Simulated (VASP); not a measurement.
Here is a VASP 6.6.1 calculation.

Contents of INCAR:

```
PREC = Accurate
ENCUT = 520
EDIFF = 1E-6
ISMEAR = -1
SIGMA = 0.02
LREAL = False
LASPH = True
NELM = 80
ALGO = Normal
ISIF = 2
LWAVE = False
LCHARG = False
GGA = PE
NBANDS = 16
```

The input KPOINTS:

```
Automatic mesh
0
Gamma
  12 12 6
```

The input POSCAR:

```
C
1.0
    2.5031953547      0.0000000000      0.0000000000
   -1.2515976774      2.1678307678      0.0000000000
    0.0000000000      0.0000000000      4.1688692743
C
4
Direct
    0.3333333333      0.6666666667      0.0002313159
    0.6666666667      0.3333333333      0.5002313159
    0.3333333333      0.6666666667      0.3747686841
    0.6666666667      0.3333333333      0.8747686841
```

Potentials or basis: VASP PAW PBE potentials, release 64 (C).

Command:

```console
$ cat potpaw_PBE.64/C/POTCAR > POTCAR
$ mpirun -np 1 vasp_std > vasp.out
```

Predict the band gap on the k mesh.

3.31 eV, indirect (least direct gap 4.99 eV).

Estimate the pressure.

4.8 GPa.

Forces on the atoms (eV/Å):
```
C    0.000  0.000  0.016
C    0.000  0.000  0.016
C    0.000  0.000 -0.016
C    0.000  0.000 -0.016
```

A k mesh can miss the band edges. As with any semilocal functional, this PBE gap is likely too small.
